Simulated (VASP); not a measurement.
# NiO (Fm-3m) in VASP: further runs

Aim: see how the results for NiO move with the level of theory and the settings. Levels: PBEsol+D3(BJ), LDA. Tasks: single point.

Program: VASP 6.6.1. These are calculated values, not measurements. Logs are shortened: lines on timing, memory, paths and dates and some standing lists are left out, and cuts for length are marked.

**1. The cell of the first run**

Symmetry: Fm-3m, No. 225, cubic system. The conventional cell has a = 4.199 Å, b = 4.199 Å, c = 4.199 Å, α = 90.00°, β = 90.00°, γ = 90.00°. Within 2.8 Å of Ni (site symmetry m-3m) lie 6 O at 2.10 Å. O (site symmetry m-3m) has 6 Ni at 2.10 Å within 2.8 Å.

**2. Single point, PBEsol+D3(BJ), collinear spin, ferromagnetic start**

Contents of INCAR:

```
PREC = Accurate
ENCUT = 520
EDIFF = 1E-7
ISMEAR = -1
SIGMA = 0.05
LREAL = F
LASPH = T
NELM = 150
ALGO = Normal
ISIF = 2
LWAVE = F
LCHARG = F
ISPIN = 2
MAGMOM = 1 0
LORBIT = 11
LMAXMIX = 4
GGA = PS
IVDW = 12
NBANDS = 19
```

Contents of KPOINTS:

```
Automatic mesh
0
Gamma
  11 11 11
```

Contents of POSCAR:

```
NiO
1.0
    0.0000000000      2.0997159621      2.0997159621
    2.0997159621      0.0000000000      2.0997159621
    2.0997159621      2.0997159621      0.0000000000
Ni O
1 1
Direct
    0.0000000000      0.0000000000      0.0000000000
    0.5000000000      0.5000000000      0.5000000000
```

Potentials or basis: VASP PAW PBE potentials, release 64 (Ni, O).

The run is started by

```
cat potpaw_PBE.64/Ni/POTCAR potpaw_PBE.64/O/POTCAR > POTCAR
mpirun -np 1 vasp_std > vasp.out
```

OUTCAR:

```text
PREC = Accurate
   ENCUT = 520
   EDIFF = 1E-7
   ISMEAR = -1
   LREAL = F
   LASPH = T
   NELM = 150
   ISIF = 2
   ISPIN = 2
   LORBIT = 11
   GGA = PS
   IVDW = 12
 IVDW          = 12

 ion  position               nearest neighbor table
   1  0.000  0.000  0.000-   2 2.10   2 2.10   2 2.10   2 2.10   2 2.10   2 2.10
   2  0.500  0.500  0.500-   1 2.10   1 2.10   1 2.10   1 2.10   1 2.10   1 2.10

  LATTYP: Found a face centered cubic cell.
 ALAT       =     4.1994319242

  Lattice vectors:

 A1 = (   0.0000000000,   2.0997159621,   2.0997159621)
 A2 = (   2.0997159621,   0.0000000000,   2.0997159621)
 A3 = (   2.0997159621,   2.0997159621,   0.0000000000)

Analysis of symmetry for initial positions (statically):
=====================================================================
 Subroutine PRICEL returns:
 Original cell was already a primitive cell.

 Routine SETGRP: Setting up the symmetry group for a
 face centered cubic supercell.

 Subroutine GETGRP returns: Found 48 space group operations
 (whereof 48 operations were pure point group operations)
 out of a pool of 48 trial point group operations.

The static configuration has the point symmetry O_h .

Analysis of symmetry for dynamics (positions and initial velocities):
=====================================================================
 Subroutine PRICEL returns:
 Original cell was already a primitive cell.

 Routine SETGRP: Setting up the symmetry group for a
 face centered cubic supercell.

 Subroutine GETGRP returns: Found 48 space group operations
 (whereof 48 operations were pure point group operations)
 out of a pool of 48 trial point group operations.

The dynamic configuration has the point symmetry O_h .

Analysis of structural, dynamic, and magnetic symmetry:
=====================================================================
 Subroutine PRICEL returns:
 Original cell was already a primitive cell.

 Routine SETGRP: Setting up the symmetry group for a
 face centered cubic supercell.

 Subroutine GETGRP returns: Found 48 space group operations
 (whereof 48 operations were pure point group operations)
 out of a pool of 48 trial point group operations.

The overall configuration has the point symmetry O_h .

 Subroutine INISYM returns: Found 48 space group operations
 (whereof 48 operations are pure point group operations),
 and found     1 'primitive' translations

----------------------------------------------------------------------------------------

                                     Primitive cell

  volume of cell :      18.5145

  direct lattice vectors                    reciprocal lattice vectors
     0.000000000  2.099715962  2.099715962    -0.238127446  0.238127446  0.238127446
     2.099715962  0.000000000  2.099715962     0.238127446 -0.238127446  0.238127446
     2.099715962  2.099715962  0.000000000     0.238127446  0.238127446 -0.238127446

  length of vectors
     2.969446791  2.969446791  2.969446791     0.412448836  0.412448836  0.412448836

  position of ions in fractional coordinates (direct lattice)
     0.000000000  0.000000000  0.000000000
     0.500000000  0.500000000  0.500000000

  ion indices of the primitive-cell ions
   primitive index   ion index
                 1           1
                 2           2

----------------------------------------------------------------------------------------

 KPOINTS: Automatic mesh

Automatic generation of k-mesh.
 Grid dimensions read from file:
 generate k-points for:   11   11   11

 Generating k-lattice:

  Cartesian coordinates                     Fractional coordinates (reciprocal lattice)
    -0.021647950  0.021647950  0.021647950     0.090909091  0.000000000  0.000000000
     0.021647950 -0.021647950  0.021647950     0.000000000  0.090909091  0.000000000
     0.021647950  0.021647950 -0.021647950     0.000000000  0.000000000  0.090909091

  Length of vectors
     0.037495349  0.037495349  0.037495349

  Shift w.r.t. Gamma in fractional coordinates (k-lattice)
     0.000000000  0.000000000  0.000000000

 Subroutine IBZKPT returns following result:
 ===========================================

 Found     56 irreducible k-points:

 Following reciprocal coordinates:
            Coordinates               Weight
  0.000000  0.000000  0.000000      1.000000
  0.090909  0.000000  0.000000      8.000000
  0.181818  0.000000  0.000000      8.000000
  0.272727  0.000000  0.000000      8.000000
  0.363636  0.000000  0.000000      8.000000
  0.454545  0.000000  0.000000      8.000000
[... 16 lines left out ...]
 -0.272727  0.181818  0.000000     24.000000
 -0.181818  0.181818  0.000000     12.000000
 [... further k-points ...]
   k-points           NKPTS =     56   k-points in BZ     NKDIM =     56   number of bands    NBANDS=     19
   number of dos      NEDOS =    301   number of ions     NIONS =      2
   total plane-waves  NPLWV =  13824
   dimension x,y,z NGX =    24 NGY =   24 NGZ =   24
[... 109 lines left out ...]
      1     -12.0277      1.00000
      2       1.0539      1.00000
      3       2.4442      1.00000
      4       2.4442      1.00000
      5       5.4739      1.00000
      6       5.4739      1.00000
[... 407 lines left out ...]
     18      37.7125      0.00000
     19      38.4829      0.00000

 k-point    23 :      -0.2727    0.1818    0.0000
  band No.  band energies     occupation
      1     -11.6235      1.00000
      2       0.3514      1.00000
      3       1.9464      1.00000
      4       2.1921      1.00000
      5       5.4777      1.00000
      6       5.5911      1.00000
[... 11 lines left out ...]
     18      37.9706      0.00000
     19      39.2233      0.00000

 k-point    24 :      -0.1818    0.1818    0.0000
  band No.  band energies     occupation
      1     -11.9318      1.00000
      2       0.9593      1.00000
      3       2.2016      1.00000
      4       2.7411      1.00000
      5       5.3176      1.00000
      6       5.4289      1.00000
[... 11 lines left out ...]
     18      38.0229      0.00000
     19      39.2142      0.00000

 [... further k-points ...]

 spin component 2

 k-point     1 :       0.0000    0.0000    0.0000
  band No.  band energies     occupation
      1     -12.4003      1.00000
      2       4.8628      1.00000
      3       4.8628      1.00000
      4       4.8628      1.00000
      5       5.8297      1.00000
      6       5.8297      1.00000
[... 11 lines left out ...]
     18      33.5868      0.00000
     19      33.5869      0.00000

 k-point     2 :       0.0909    0.0000    0.0000
  band No.  band energies     occupation
      1     -12.3062      1.00000
      2       4.0974      1.00000
      3       4.4853      1.00000
      4       4.4853      1.00000
      5       5.9333      1.00000
      6       5.9334      1.00000
[... 11 lines left out ...]
     18      34.9080      0.00000
     19      34.9081      0.00000

 k-point     3 :       0.1818    0.0000    0.0000
  band No.  band energies     occupation
      1     -12.0431      1.00000
      2       2.7406      1.00000
      3       3.8421      1.00000
      4       3.8421      1.00000
      5       6.1183      1.00000
      6       6.1183      1.00000
[... 11 lines left out ...]
     18      37.2133      0.00000
     19      37.2134      0.00000

 k-point     4 :       0.2727    0.0000    0.0000
  band No.  band energies     occupation
      1     -11.6701      1.00000
      2       1.3959      1.00000
      3       3.2648      1.00000
      4       3.2649      1.00000
      5       6.3417      1.00000
      6       6.3418      1.00000
[... 407 lines left out ...]
     18      37.9900      0.00000
     19      38.8529      0.00000

 k-point    23 :      -0.2727    0.1818    0.0000
  band No.  band energies     occupation
      1     -11.2514      1.00000
      2       0.7399      1.00000
      3       2.6463      1.00000
      4       2.8084      1.00000
      5       6.3717      1.00000
      6       6.7245      1.00000
[... 11 lines left out ...]
     18      38.2993      0.00000
     19      39.6419      0.00000

 k-point    24 :      -0.1818    0.1818    0.0000
  band No.  band energies     occupation
      1     -11.5702      1.00000
      2       1.3917      1.00000
      3       3.0837      1.00000
      4       3.1528      1.00000
      5       6.1890      1.00000
      6       6.6863      1.00000
[... 11 lines left out ...]
     18      38.3418      0.00000
     19      39.3132      0.00000

 [... further k-points ...]

------------------------ aborting loop because EDIFF is reached ----------------------------------------

 Edisp (eV)   -0.43608

 E8    (eV) :    -0.2644

  FORCE on cell =-STRESS in cart. coord.  units (eV):
  Direction    XX          YY          ZZ          XY          YZ          ZX
  --------------------------------------------------------------------------------------
  -------------------------------------------------------------------------------------
  Total      -1.59148    -1.59148    -1.59148     0.00000     0.00000     0.00000
  in kB    -137.72059  -137.72059  -137.72059     0.00000     0.00000     0.00000
  external pressure =     -137.72 kB  Pullay stress =        0.00 kB

 VOLUME and BASIS-vectors are now :
 -----------------------------------------------------------------------------
  energy-cutoff  :      520.00
  volume of cell :       18.51
      direct lattice vectors                 reciprocal lattice vectors
     0.000000000  2.099715962  2.099715962    -0.238127446  0.238127446  0.238127446
     2.099715962  0.000000000  2.099715962     0.238127446 -0.238127446  0.238127446
     2.099715962  2.099715962  0.000000000     0.238127446  0.238127446 -0.238127446

 POSITION                                       TOTAL-FORCE (eV/Angst)
 -----------------------------------------------------------------------------------
      0.00000      0.00000      0.00000        -0.000000     -0.000000      0.000000
      2.09972      2.09972      2.09972         0.000000      0.000000      0.000000
 -----------------------------------------------------------------------------------
    total drift:                                0.000000     -0.000000     -0.000000

  FREE ENERGIE OF THE ION-ELECTRON SYSTEM (eV)
  ---------------------------------------------------
  free  energy   TOTEN  =       -12.8022201748 eV

  energy  without entropy=      -12.7884634042  energy(sigma->0) =      -12.79534179

 total charge

# of ion       s       p       d       tot
------------------------------------------
    1        0.328   0.392   8.275   8.995
    2        1.556   3.369   0.000   4.924
--------------------------------------------------
tot          1.884   3.761   8.275  13.920

 magnetization (x)

# of ion       s       p       d       tot
------------------------------------------
    1        0.010   0.014   1.157   1.181
    2        0.024   0.179   0.000   0.203
--------------------------------------------------
tot          0.034   0.193   1.157   1.385
```

Run time: 30 s. Hardware: 1 thread of Intel Xeon 6975P-C (Granite Rapids), shared host; peak memory 0.18 GiB.

What came out:

* Free energy: -12.8022 eV
* Pressure: -13.8 GPa
* Net moment: 1.42 μB per cell
* Site moments: Ni +1.18; O +0.20 μB
* Valence electrons inside the program's atomic spheres: Ni 8.99; O 4.92
* Dispersion energy per atom: -0.218 eV

Caveat: the cell stands under tension; the PAW data sets were made with another functional, which shifts forces and pressure a little; a cell with one magnetic atom can't hold antiferromagnetic order, which such compounds often take; semilocal functionals often make such compounds metallic where correlation or magnetic order opens a gap, which also shifts bond lengths.

**3. Single point, LDA, collinear spin, ferromagnetic start**

Contents of INCAR:

```
ALGO     = Normal         # electronic algorithm
EDIFF    = 1E-6           # SCF threshold, eV
ENCUT    = 520            # plane-wave cutoff, eV
GGA      = CA             # functional
ISIF     = 2              # what is computed and relaxed
ISMEAR   = -1             # smearing method
ISPIN    = 2              # spin polarisation
LASPH    = T              # aspherical terms in the spheres
LCHARG   = F              # write CHGCAR
LMAXMIX  = 4              # l up to which the mixer works
LORBIT   = 11             # projections on sites
LREAL    = F              # projectors in reciprocal space
LWAVE    = F              # write WAVECAR
MAGMOM   = 1 0            # initial moments
NBANDS   = 19             # bands
NELM     = 150            # most SCF steps
PREC     = Accurate       # precision mode
SIGMA    = 0.05           # smearing width, eV
```

Contents of KPOINTS:

```
k-points
0
Gamma
  11 11 11
```

POSCAR is that of step 2.

Potentials or basis: VASP PAW LDA potentials, release 64 (Ni, O).

The run is started by

```
cat potpaw_LDA.64/Ni/POTCAR potpaw_LDA.64/O/POTCAR > POTCAR
mpirun -np 1 vasp_std > vasp.out
```

Run time: 23 s. Hardware: 1 thread of Intel Xeon 6975P-C (Granite Rapids), shared host; peak memory 0.15 GiB.

The run converged. Its results:

```yaml
Free_energy: -13.2476 eV
Pressure: -22.8 GPa
Net_moment: 0.23 μB per cell
Site_moments: Ni +0.20; O +0.03 μB
Valence_electrons_inside_the_program's_atomic_spheres: Ni 9.05; O 4.89
```

Levels at points of the mesh, in eV from the Fermi level:
Spin up:
| k point | band 4 | band 5 | band 6 | band 7 | band 8 | band 9 | band 10 | band 11 | band 12 | band 13 |
| --- | --- | --- | --- | --- | --- | --- | --- | --- | --- | --- |
| (0.00, 0.00, 0.00) | -3.01 | -1.80 | -1.80 | -1.80 | -1.68 | -1.68 | 1.62 | 17.74 | 18.92 | 18.92 |
Spin down:
```
           k point  band 5  band 6  band 7  band 8  band 9  band 10  band 11  band 12
(0.00, 0.00, 0.00)   -1.67   -1.67   -1.67   -1.43   -1.43     1.66    17.75    18.96
```

Caveat: the cell stands under tension; semilocal functionals often make such compounds metallic where correlation or magnetic order opens a gap, which also shifts bond lengths.

**4. Single point, PBEsol+D3(BJ), collinear spin, ferromagnetic start**

This run uses another cell than the first one, of 9.44 Å³/atom.

Contents of INCAR:

```
ALGO     = Normal         # electronic algorithm
EDIFF    = 1E-6           # SCF threshold, eV
ENCUT    = 520            # plane-wave cutoff, eV
GGA      = PS             # functional
ISIF     = 2              # what is computed and relaxed
ISMEAR   = -1             # smearing method
ISPIN    = 2              # spin polarisation
IVDW     = 12             # dispersion correction
LASPH    = True           # aspherical terms in the spheres
LCHARG   = False          # write CHGCAR
LMAXMIX  = 4              # l up to which the mixer works
LORBIT   = 11             # projections on sites
LREAL    = False          # projectors in reciprocal space
LWAVE    = False          # write WAVECAR
MAGMOM   = 1 0            # initial moments
NBANDS   = 19             # bands
NELM     = 150            # most SCF steps
PREC     = Accurate       # precision mode
SIGMA    = 0.05           # smearing width, eV
```

KPOINTS is that of step 3.

Contents of POSCAR:

```
NiO
1.0
    0.0000000000      2.1133508634      2.1133508634
    2.1133508634      0.0000000000      2.1133508634
    2.1133508634      2.1133508634      0.0000000000
Ni O
1 1
Direct
    0.0000000000      0.0000000000      0.0000000000
    0.5000000000      0.5000000000      0.5000000000
```

Potentials or basis: VASP PAW PBE potentials, release 64 (Ni, O).

The run is started by

```
cat potpaw_PBE.64/Ni/POTCAR potpaw_PBE.64/O/POTCAR > POTCAR
mpirun -np 1 vasp_std > vasp.out
```

Run time: 25 s. Hardware: 1 thread of Intel Xeon 6975P-C (Granite Rapids), shared host; peak memory 0.18 GiB.

The run converged. Its results:

| Property | Result |
| --- | --- |
| Free energy | -12.7682 eV |
| Pressure | -16.5 GPa |
| Net moment | 1.51 μB per cell |
| Site moments | Ni +1.25; O +0.22 μB |
| Valence electrons inside the program's atomic spheres | Ni 8.96; O 4.92 |
| Dispersion energy per atom | -0.214 eV |

Levels at points of the mesh, in eV from the Fermi level:
Spin up:
```
           k point  band 5  band 6  band 7  band 8  band 9  band 10  band 11  band 12  band 13  band 14
(0.00, 0.00, 0.00)   -2.77   -2.77   -2.39   -2.39   -2.39     1.27    17.52    18.54    18.54    18.54
```
Spin down:
```
           k point  band 4  band 5  band 6  band 7  band 8  band 9  band 10  band 11
(0.00, 0.00, 0.00)   -2.50   -1.61   -1.61   -1.61   -0.74   -0.74     1.57    17.48
```

Caveat: the cell stands under tension; the PAW data sets were made with another functional, which shifts forces and pressure a little; a cell with one magnetic atom can't hold antiferromagnetic order, which such compounds often take; semilocal functionals often make such compounds metallic where correlation or magnetic order opens a gap, which also shifts bond lengths.

**5. Summary**

```csv
level,potentials or basis,cell,gap on the mesh (eV),pressure (GPa),moment (μB)
PBEsol+D3(BJ),"VASP PAW PBE potentials, release 64 (Ni, O)","a = 2.969 Å, angles 60.0°, 2 atoms",none,-13.8,1.42
LDA,"VASP PAW LDA potentials, release 64 (Ni, O)","a = 2.969 Å, angles 60.0°, 2 atoms",none,-22.8,0.23
PBEsol+D3(BJ),"VASP PAW PBE potentials, release 64 (Ni, O)","a = 2.989 Å, angles 60.0°, 2 atoms",none,-16.5,1.51
```

Alike in all rows: task single point; spin collinear, ferromagnetic start; k mesh 11 × 11 × 11; cutoff (eV) 520; smearing fermi-dirac 0.05 eV.

Caveats: the cell stands under tension; semilocal functionals often make such compounds metallic where correlation or magnetic order opens a gap, which also shifts bond lengths; the PAW data sets were made with another functional, which shifts forces and pressure a little (at least some runs); a cell with one magnetic atom can't hold antiferromagnetic order, which such compounds often take (at least some runs).

Total energies depend on the potentials used, so only differences within one code and one set of settings carry meaning.
